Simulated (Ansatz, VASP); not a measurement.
# CdS: VASP beside Ansatz

```
CELL_PARAMETERS angstrom
4.13700 0.00000 0.00000
-2.06850 3.58275 0.00000
0.00000 0.00000 6.71600
ATOMIC_POSITIONS crystal
Cd 0.33333 0.66667 0.99998
Cd 0.66667 0.33333 0.49998
S 0.33333 0.66667 0.37702
S 0.66667 0.33333 0.87702
```

Alike in both runs: task single point; functional PBEsol; k mesh 6 × 6 × 4; no spin polarisation.

```csv
,VASP,Ansatz
version,VASP 6.6.1,Ansatz 0.2.0
potentials or method,"VASP PAW PBE potentials, release 64 (Cd, S), cutoff 500 eV","scalar-relativistic, plane waves, PAW"
occupations,"gaussian, width 0.01 eV",fixed
valence electrons in the cell,36,52
```

|  | VASP | Ansatz | Ansatz less VASP |
| --- | --- | --- | --- |
| gap on the k mesh at the Fermi level (eV) | 1.08 | 1.08 | -0.005 |
| least direct gap on the mesh (eV) | 1.08 | 1.08 | -0.005 |

VASP's potentials were made for PBE, not for PBEsol, and Ansatz warns of the same on its side. VASP's potentials hold 36 valence electrons a cell and Ansatz's 52, so a difference there can come from the potentials and not from the codes.
